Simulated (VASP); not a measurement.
Runs of VASP 6.6.1 on Ta. The structure is that of space group Pm-3m (No. 221), or close to it. The cells are those of the table. 

```tsv
task	cell	gap on the mesh (eV)	pressure (GPa)
relaxation of cell and atoms	relaxed to 30 GPa from a = 2.710 Å, 1 atom	none	30.0
relaxation of cell and atoms	relaxed to 10 GPa from a = 2.710 Å, 1 atom	none	10.0
single point	a = 2.578 Å, 1 atom	none	31.2
relaxation of cell and atoms	relaxed to 20 GPa from a = 2.710 Å, 1 atom	none	20.0
single point	a = 2.649 Å, 1 atom	none	(a)
relaxation of cell and atoms	relaxed from a = 2.710 Å, 1 atom	none	0.0
single point	a = 2.611 Å, 1 atom	none	21.0
single point	a = 2.696 Å, 1 atom	none	0.6
```

Alike in all rows: level LDA; potentials or basis VASP PAW LDA potentials, release 64 (Ta_pv); no spin polarisation; k mesh 6 × 6 × 6; cutoff (eV) 500; smearing fermi-dirac 0.05 eV.

Problem. Fill in the values left out.

Solution. (a) 10.8.

Caveats: all runs use coarse meshes; spin-orbit coupling is left out, which moves the levels of the heavy elements; the cell is relaxed towards a set pressure, so the enthalpy falls and the energy may rise (some runs).

A k mesh can miss the band edges, and the runs leave out spin-orbit coupling on Ta.

A gap of «none» marks levels without a gap at the run's occupations.
